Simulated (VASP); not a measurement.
# CdS (Hawleyite) in VASP: a series of runs, part 2 of 2

VASP 6.6.1. The steps go on from the part before.

## (4) Single point, PBE (uniaxial z strain +1.1%)

INCAR

```
SYSTEM = CdS
PREC = Accurate ; ENCUT = 520
EDIFF = 1E-6 ; ISMEAR = 0
SIGMA = 0.01 ; LREAL = .FALSE.
LASPH = .TRUE. ; NELM = 60
ALGO = Normal ; ISIF = 2
LWAVE = .FALSE. ; LCHARG = .FALSE.
GGA = PE ; NBANDS = 16
```

KPOINTS

```
Automatic mesh
0
G
  4 4 4
  0 0 0
```

POSCAR

```
CdS
1.0
    0.0000000000      2.9392138876      2.9727209259
    2.9392138876      0.0000000000      2.9727209259
    2.9392138876      2.9392138876      0.0000000000
Cd S
1 1
Direct
    0.0000000000      0.0000000000      0.0000000000
    0.2500000000      0.2500000000      0.2500000000
```

Potentials or basis: VASP PAW PBE potentials, release 64 (Cd, S).

Command:

```
$ cat potpaw_PBE.64/Cd/POTCAR potpaw_PBE.64/S/POTCAR > POTCAR
$ mpirun -np 1 vasp_std > vasp.out
```

OUTCAR:

```text
SYSTEM = CdS
   PREC = Accurate
   ENCUT = 520
   EDIFF = 1E-6
   ISMEAR = 0
   LREAL = .FALSE.
   LASPH = .TRUE.
   NELM = 60
   ISIF = 2
   GGA = PE

 ion  position               nearest neighbor table
   1  0.000  0.000  0.000-   2 2.56   2 2.56   2 2.56   2 2.56
   2  0.250  0.250  0.250-   1 2.56   1 2.56   1 2.56   1 2.56

  LATTYP: Found a body centered tetragonal cell.
 ALAT       =     4.1566761426
 C/A-ratio  =     1.4303355970

  Lattice vectors:

 A1 = (  -2.9392138876,   0.0000000000,   2.9727209259)
 A2 = (   2.9392138876,   0.0000000000,   2.9727209259)
 A3 = (   0.0000000000,   2.9392138876,  -2.9727209259)

Analysis of symmetry for initial positions (statically):
=====================================================================
 Subroutine PRICEL returns:
 Original cell was already a primitive cell.

 Routine SETGRP: Setting up the symmetry group for a
 body centered tetragonal supercell.

 Subroutine GETGRP returns: Found  8 space group operations
 (whereof  8 operations were pure point group operations)
 out of a pool of 16 trial point group operations.

The static configuration has the point symmetry D_2d.
[... 148 lines left out ...]

 E-fermi :   1.1004     XC(G=0):  -8.9796

 val. band max:        1.0578075512   @ k =   0.0000   0.0000   0.0000
 cond. band min:       2.1076858827   @ k =   0.0000   0.0000   0.0000
 fundamental gap:      1.0498783315
 Fermi energy:         1.1004243461

 k-point     1 :       0.0000    0.0000    0.0000
  band No.  band energies     occupation
      1     -11.1139      2.00000
      2      -6.5887      2.00000
      3      -6.5819      2.00000
      4      -6.5819      2.00000
      5      -6.1546      2.00000
      6      -6.1510      2.00000
[... 224 lines left out ...]
      3      -6.3628      2.00000
      4      -6.1873      2.00000
      5      -6.1450      2.00000
      6      -5.5697      2.00000
[... 8 lines left out ...]
     15      14.1232      0.00000
     16      14.3336      0.00000

------------------------ aborting loop because EDIFF is reached ----------------------------------------

  FORCE on cell =-STRESS in cart. coord.  units (eV):
  Direction    XX          YY          ZZ          XY          YZ          ZX
  --------------------------------------------------------------------------------------
  -------------------------------------------------------------------------------------
  Total        0.3985703      0.3985703      0.3282678      0.0000000      0.0000000      0.0000000
  in kB       12.4328020     12.4328020     10.2398220      0.0000000      0.0000000      0.0000000
  external PRESSURE =      11.7018087 kB  Pullay stress =       0.0000000 kB

 VOLUME and BASIS-vectors are now :
 -----------------------------------------------------------------------------
  energy-cutoff  :      520.00
  volume of cell :       51.36
      direct lattice vectors                 reciprocal lattice vectors
     0.000000000  2.939213888  2.972720926    -0.170113513  0.170113513  0.168196078
     2.939213888  0.000000000  2.972720926     0.170113513 -0.170113513  0.168196078
     2.939213888  2.939213888  0.000000000     0.170113513  0.170113513 -0.168196078

 POSITION                                       TOTAL-FORCE (eV/Angst)
 -----------------------------------------------------------------------------------
      0.00000      0.00000      0.00000         0.000000      0.000000     -0.000000
      1.46961      1.46961      1.48636        -0.000000     -0.000000      0.000000
 -----------------------------------------------------------------------------------
    total drift:                               -0.000000     -0.000000     -0.000000

  FREE ENERGIE OF THE ION-ELECTRON SYSTEM (eV)
  ---------------------------------------------------
  free  energy   TOTEN  =        -6.1123118732 eV

  energy  without entropy=       -6.1123118732  energy(sigma->0) =       -6.11231187
```

OSZICAR:

```text
N       E                     dE             d eps       ncg     rms          rms(c)
DAV:   1     0.108450305214E+03    0.10845E+03   -0.92122E+03   432   0.102E+03
DAV:   2    -0.219774793018E+01   -0.11065E+03   -0.10491E+03   496   0.253E+02
DAV:   3    -0.665048338126E+01   -0.44527E+01   -0.44423E+01   536   0.527E+01
DAV:   4    -0.667704470288E+01   -0.26561E-01   -0.26558E-01   536   0.403E+00
DAV:   5    -0.667739349143E+01   -0.34879E-03   -0.34879E-03   520   0.430E-01    0.752E+00
DAV:   6    -0.613135599051E+01    0.54604E+00   -0.85788E-01   592   0.114E+01    0.615E+00
DAV:   7    -0.611162486561E+01    0.19731E-01   -0.19858E-01   528   0.303E+00    0.304E+00
DAV:   8    -0.611212208459E+01   -0.49722E-03   -0.18213E-02   456   0.168E+00    0.288E-01
DAV:   9    -0.611208197130E+01    0.40113E-04   -0.22378E-03   520   0.675E-01    0.617E-02
DAV:  10    -0.611222327114E+01   -0.14130E-03   -0.26887E-04   456   0.168E-01    0.734E-02
DAV:  11    -0.611232072201E+01   -0.97451E-04   -0.16566E-04   456   0.994E-02    0.267E-02
DAV:  12    -0.611231076147E+01    0.99605E-05   -0.28529E-05   544   0.677E-02    0.107E-02
DAV:  13    -0.611231203753E+01   -0.12761E-05   -0.40162E-06   512   0.118E-02    0.734E-03
DAV:  14    -0.611231187321E+01    0.16432E-06   -0.30579E-07   408   0.360E-03
   1 F= -.61123119E+01 E0= -.61123119E+01  d E =-.228372E-11
```

Run time: 7.6 s. Hardware: 1 thread of AMD EPYC 9R45 (Zen 5), shared host; peak memory 0.15 GiB.

What came out:

| Property | Result |
| --- | --- |
| Free energy | -6.1123 eV |
| Pressure | 1.2 GPa |
| Band gap on the k mesh | 1.05 eV, direct |

Caveat: the k points lie up to 0.46 Å⁻¹ apart; the cell differs from its parent crystal (uniaxial z strain +1.1%).

## (5) Single point, PBE (shear xy strain +4.2%)

INCAR

```
ALGO = Normal
EDIFF = 1E-6
ENCUT = 520
GGA = PE
ISIF = 2
ISMEAR = 0
LASPH = T
LCHARG = T
LELF = T
LREAL = F
LVHAR = T
LWAVE = F
NBANDS = 16
NELM = 60
PREC = Accurate
SIGMA = 0.01
```

KPOINTS

```
k-points
0
Gamma
  4 4 4
```

POSCAR

```
CdS
1.0
    0.0609886882      2.9392138876      2.9392138876
    2.9392138876      0.0609886882      2.9392138876
    3.0002025758      3.0002025758      0.0000000000
Cd S
1 1
Direct
    0.0045856461      0.0045856461     -0.0045856461
    0.2454143539      0.2454143539      0.2545856461
```

Potentials or basis: VASP PAW PBE potentials, release 64 (Cd, S).

Command:

```
$ cat potpaw_PBE.64/Cd/POTCAR potpaw_PBE.64/S/POTCAR > POTCAR
$ mpirun -np 1 vasp_std > vasp.out
```

OUTCAR:

```text
EDIFF = 1E-6
   ENCUT = 520
   GGA = PE
   ISIF = 2
   ISMEAR = 0
   LASPH = T
   LREAL = F
   NELM = 60
   PREC = Accurate

 ion  position               nearest neighbor table
   1  0.005  0.005  0.995-   2 2.54   2 2.54   2 2.55   2 2.55
   2  0.245  0.245  0.255-   1 2.54   1 2.54   1 2.55   1 2.55

  LATTYP: Found a body centered orthorhombic cell.
 ALAT       =     4.0704251126
 B/A-ratio  =     1.0423793720
 C/A-ratio  =     1.4441803037

  Lattice vectors:

 A1 = (   2.9392138876,   0.0609886882,  -2.9392138876)
 A2 = (  -2.9392138876,  -0.0609886882,  -2.9392138876)
 A3 = (   0.0609886882,   2.9392138876,   2.9392138876)

Analysis of symmetry for initial positions (statically):
=====================================================================
 Subroutine PRICEL returns:
 Original cell was already a primitive cell.

 Routine SETGRP: Setting up the symmetry group for a
 body centered orthorhombic supercell.

 Subroutine GETGRP returns: Found  4 space group operations
[... 155 lines left out ...]
  free energy    TOTEN  =        -6.09997191 eV

  energy without entropy =       -6.09997191  energy(sigma->0) =       -6.09997191

 E-fermi :   1.3418     XC(G=0):  -9.0361

 val. band max:        1.2234838241   @ k =   0.0000   0.0000   0.0000
 cond. band min:       2.2158781654   @ k =   0.0000   0.0000   0.0000
 fundamental gap:      0.9923943413
 Fermi energy:         1.3418275327

 k-point     1 :       0.0000    0.0000    0.0000
  band No.  band energies     occupation
      1     -11.0814      2.00000
      2      -6.5365      2.00000
      3      -6.5260      2.00000
      4      -6.5105      2.00000
      5      -6.0816      2.00000
      6      -6.0797      2.00000
[... 319 lines left out ...]
      3      -6.2909      2.00000
      4      -6.1184      2.00000
      5      -6.0702      2.00000
      6      -5.4883      2.00000
[... 8 lines left out ...]
     15      14.0086      0.00000
     16      14.3319      0.00000

------------------------ aborting loop because EDIFF is reached ----------------------------------------

  FORCE on cell =-STRESS in cart. coord.  units (eV):
  Direction    XX          YY          ZZ          XY          YZ          ZX
  --------------------------------------------------------------------------------------
  -------------------------------------------------------------------------------------
  Total        0.5814031      0.5814031      0.5782080     -0.3302793      0.0000000     -0.0000000
  in kB       18.3506475     18.3506475     18.2498029    -10.4245043      0.0000000     -0.0000000
  external PRESSURE =      18.3170327 kB  Pullay stress =       0.0000000 kB

 VOLUME and BASIS-vectors are now :
 -----------------------------------------------------------------------------
  energy-cutoff  :      520.00
  volume of cell :       50.76
      direct lattice vectors                 reciprocal lattice vectors
     0.060988688  2.939213888  2.939213888    -0.173718165  0.173718165  0.170113513
     2.939213888  0.060988688  2.939213888     0.173718165 -0.173718165  0.170113513
     3.000202576  3.000202576  0.000000000     0.166655413  0.166655413 -0.170113513

 POSITION                                       TOTAL-FORCE (eV/Angst)
 -----------------------------------------------------------------------------------
      3.00020      3.00020      0.02696        -0.000000     -0.000000      0.001695
      1.50010      1.50010      1.44265         0.000000      0.000000     -0.001695
 -----------------------------------------------------------------------------------
    total drift:                               -0.000001     -0.000001      0.000063

  FREE ENERGIE OF THE ION-ELECTRON SYSTEM (eV)
  ---------------------------------------------------
  free  energy   TOTEN  =        -6.0999719117 eV

  energy  without entropy=       -6.0999719117  energy(sigma->0) =       -6.09997191
```

OSZICAR:

```text
N       E                     dE             d eps       ncg     rms          rms(c)
DAV:   1     0.110288569082E+03    0.11029E+03   -0.89254E+03   584   0.102E+03
DAV:   2    -0.232304387896E+01   -0.11261E+03   -0.10622E+03   720   0.256E+02
DAV:   3    -0.663886155329E+01   -0.43158E+01   -0.43101E+01   696   0.521E+01
DAV:   4    -0.666496169575E+01   -0.26100E-01   -0.26097E-01   744   0.405E+00
DAV:   5    -0.666530291922E+01   -0.34122E-03   -0.34120E-03   688   0.429E-01    0.770E+00
DAV:   6    -0.611978980890E+01    0.54551E+00   -0.85325E-01   832   0.115E+01    0.627E+00
DAV:   7    -0.609930967683E+01    0.20480E-01   -0.20111E-01   752   0.306E+00    0.308E+00
DAV:   8    -0.609979708284E+01   -0.48741E-03   -0.18735E-02   672   0.171E+00    0.297E-01
DAV:   9    -0.609974730893E+01    0.49774E-04   -0.22443E-03   728   0.685E-01    0.621E-02
DAV:  10    -0.609988525564E+01   -0.13795E-03   -0.26612E-04   640   0.167E-01    0.718E-02
DAV:  11    -0.609998004271E+01   -0.94787E-04   -0.15754E-04   624   0.983E-02    0.260E-02
DAV:  12    -0.609997078920E+01    0.92535E-05   -0.27367E-05   768   0.682E-02    0.108E-02
DAV:  13    -0.609997223431E+01   -0.14451E-05   -0.44114E-06   736   0.121E-02    0.956E-03
DAV:  14    -0.609997191172E+01    0.32259E-06   -0.33913E-07   584   0.376E-03
   1 F= -.60999719E+01 E0= -.60999719E+01  d E =-.132218E-64
```

stdout:

```text
POSCAR found type information on POSCAR CdS
 POSCAR found :  2 types and       2 ions
 scaLAPACK will be used
 LDA part: xc-table for (Slater+PW92), standard interpolation
 POSCAR, INCAR and KPOINTS ok, starting setup
 FFT: planning ... GRIDC
 FFT: planning ... GRID_SOFT
 FFT: planning ... GRID
 WAVECAR not read
 entering main loop
```

It took 11 s on 1 thread of AMD EPYC 9R45 (Zen 5), shared host; peak memory 0.15 GiB.

What came out:

```yaml
Free_energy: -6.1000 eV
Pressure: 1.8 GPa
Band_gap_on_the_k_mesh: 0.99 eV, direct
```

Caveat: the k points lie up to 0.47 Å⁻¹ apart; the cell differs from its parent crystal (shear xy strain +4.2%).

## (6) Single point, PBE

INCAR

```
PREC = Accurate
ENCUT = 520
EDIFF = 1E-7
ISMEAR = -1
SIGMA = 0.02
LREAL = F
LASPH = T
NELM = 60
ALGO = Normal
ISIF = 2
LWAVE = F
LCHARG = F
GGA = PE
NBANDS = 16
```

KPOINTS

```
regular mesh
0
Gamma
  8 8 8
```

POSCAR

```
CdS
1.0
    0.0000000000      2.9392138876      2.9392138876
    2.9392138876      0.0000000000      2.9392138876
    2.9392138876      2.9392138876      0.0000000000
Cd S
1 1
Direct
    0.0000000000      0.0000000000      0.0000000000
    0.2500000000      0.2500000000      0.2500000000
```

Potentials or basis: VASP PAW PBE potentials, release 64 (Cd, S).

Command:

```
$ cat potpaw_PBE.64/Cd/POTCAR potpaw_PBE.64/S/POTCAR > POTCAR
$ mpirun -np 1 vasp_std > vasp.out
```

OUTCAR:

```text
PREC = Accurate
   ENCUT = 520
   EDIFF = 1E-7
   ISMEAR = -1
   LREAL = F
   LASPH = T
   NELM = 60
   ISIF = 2
   GGA = PE

 ion  position               nearest neighbor table
   1  0.000  0.000  0.000-   2 2.55   2 2.55   2 2.55   2 2.55
   2  0.250  0.250  0.250-   1 2.55   1 2.55   1 2.55   1 2.55

  LATTYP: Found a face centered cubic cell.
 ALAT       =     5.8784277752

  Lattice vectors:

 A1 = (   0.0000000000,   2.9392138876,   2.9392138876)
 A2 = (   2.9392138876,   0.0000000000,   2.9392138876)
 A3 = (   2.9392138876,   2.9392138876,   0.0000000000)

Analysis of symmetry for initial positions (statically):
=====================================================================
 Subroutine PRICEL returns:
 Original cell was already a primitive cell.

 Routine SETGRP: Setting up the symmetry group for a
 face centered cubic supercell.

 Subroutine GETGRP returns: Found 24 space group operations
 (whereof 24 operations were pure point group operations)
 out of a pool of 48 trial point group operations.

The static configuration has the point symmetry T_d .
[... 157 lines left out ...]

  energy without entropy =       -6.13926334  energy(sigma->0) =       -6.13926334

 E-fermi :   1.5256     XC(G=0):  -9.0410

 val. band max:        1.1175620747   @ k =   0.0000   0.0000   0.0000
 cond. band min:       2.2159107757   @ k =   0.0000   0.0000   0.0000
 fundamental gap:      1.0983487010
 Fermi energy:         1.5256229246

 k-point     1 :       0.0000    0.0000    0.0000
  band No.  band energies     occupation
      1     -11.1119      2.00000
      2      -6.5290      2.00000
      3      -6.5290      2.00000
      4      -6.5290      2.00000
      5      -6.0803      2.00000
      6      -6.0803      2.00000
[... 433 lines left out ...]
      3      -6.3390      2.00000
      4      -6.1034      2.00000
      5      -6.0550      2.00000
      6      -5.6133      2.00000
[... 8 lines left out ...]
     15      13.3569      0.00000
     16      14.2118      0.00000

 [... further k-points ...]

------------------------ aborting loop because EDIFF is reached ----------------------------------------

  FORCE on cell =-STRESS in cart. coord.  units (eV):
  Direction    XX          YY          ZZ          XY          YZ          ZX
  --------------------------------------------------------------------------------------
  -------------------------------------------------------------------------------------
  Total        0.5417462      0.5417462      0.5417462      0.0000000      0.0000000     -0.0000000
  in kB       17.0916080     17.0916080     17.0916080      0.0000000      0.0000000     -0.0000000
  external PRESSURE =      17.0916080 kB  Pullay stress =       0.0000000 kB

 VOLUME and BASIS-vectors are now :
 -----------------------------------------------------------------------------
  energy-cutoff  :      520.00
  volume of cell :       50.78
      direct lattice vectors                 reciprocal lattice vectors
     0.000000000  2.939213888  2.939213888    -0.170113513  0.170113513  0.170113513
     2.939213888  0.000000000  2.939213888     0.170113513 -0.170113513  0.170113513
     2.939213888  2.939213888  0.000000000     0.170113513  0.170113513 -0.170113513

 POSITION                                       TOTAL-FORCE (eV/Angst)
 -----------------------------------------------------------------------------------
      0.00000      0.00000      0.00000        -0.000000      0.000000      0.000000
      1.46961      1.46961      1.46961         0.000000     -0.000000     -0.000000
 -----------------------------------------------------------------------------------
    total drift:                               -0.000000     -0.000000     -0.000000

  FREE ENERGIE OF THE ION-ELECTRON SYSTEM (eV)
  ---------------------------------------------------
  free  energy   TOTEN  =        -6.1392633448 eV

  energy  without entropy=       -6.1392633448  energy(sigma->0) =       -6.13926334
```

OSZICAR:

```text
N       E                     dE             d eps       ncg     rms          rms(c)
DAV:   1     0.110416469425E+03    0.11042E+03   -0.88930E+03   944   0.102E+03
DAV:   2    -0.238957539700E+01   -0.11281E+03   -0.10602E+03  1128   0.255E+02
DAV:   3    -0.666123785697E+01   -0.42717E+01   -0.42649E+01  1184   0.517E+01
DAV:   4    -0.668684989549E+01   -0.25612E-01   -0.25610E-01  1192   0.392E+00
DAV:   5    -0.668720674573E+01   -0.35685E-03   -0.35685E-03  1128   0.436E-01    0.772E+00
DAV:   6    -0.615738051061E+01    0.52983E+00   -0.84914E-01  1408   0.114E+01    0.626E+00
DAV:   7    -0.613885668308E+01    0.18524E-01   -0.19168E-01  1128   0.299E+00    0.308E+00
DAV:   8    -0.613912068921E+01   -0.26401E-03   -0.17276E-02  1104   0.165E+00    0.291E-01
DAV:   9    -0.613905351996E+01    0.67169E-04   -0.20240E-03  1136   0.652E-01    0.592E-02
DAV:  10    -0.613918485278E+01   -0.13133E-03   -0.24452E-04  1120   0.155E-01    0.693E-02
DAV:  11    -0.613927079748E+01   -0.85945E-04   -0.13892E-04  1080   0.919E-02    0.246E-02
DAV:  12    -0.613926239278E+01    0.84047E-05   -0.24834E-05  1280   0.635E-02    0.995E-03
DAV:  13    -0.613926362382E+01   -0.12310E-05   -0.38277E-06  1112   0.114E-02    0.894E-03
DAV:  14    -0.613926336176E+01    0.26206E-06   -0.27559E-07  1248   0.317E-03    0.498E-03
DAV:  15    -0.613926334476E+01    0.16997E-07   -0.34960E-08   696   0.118E-03
   1 F= -.61392633E+01 E0= -.61392633E+01  d E =-.705496E-11
```

It took 16 s on 1 thread of AMD EPYC 9R45 (Zen 5), shared host; peak memory 0.15 GiB.

What came out:

| Quantity | Value |
| --- | --- |
| Free energy | -6.1393 eV |
| Pressure | 1.7 GPa |
| Band gap on the k mesh | 1.10 eV, direct |

A hybrid or GW would open this gap; PBE tends to underestimate it.

## (7) The runs side by side

```tsv
cell	k mesh	smearing	gap on the mesh (eV)	pressure (GPa)
a = 4.157 Å, angles 60.0°, 2 atoms	4 × 4 × 4	gaussian 0.01 eV	1.09	1.9
a = 4.157, b = 4.143, c = 4.143 Å, angles 60.2, 59.9, 59.9°, 2 atoms	4 × 4 × 4	gaussian 0.01 eV	1.09	2.3
a = 4.180, b = 4.180, c = 4.157 Å, angles 60.2, 60.2, 59.6°, 2 atoms	4 × 4 × 4	gaussian 0.01 eV	1.05	1.2
a = 4.157, b = 4.157, c = 4.243 Å, angles 59.3, 59.3, 58.6°, 2 atoms	4 × 4 × 4	gaussian 0.01 eV	0.99	1.8
a = 4.157 Å, angles 60.0°, 2 atoms	8 × 8 × 8	fermi-dirac 0.02 eV	1.10	1.7
```

Alike in all rows: task single point; level PBE; potentials or basis VASP PAW PBE potentials, release 64 (Cd, S); no spin polarisation; cutoff (eV) 520.

Caveats: some runs use coarse meshes.

Absolute energies hang on the potentials; compare differences alone.
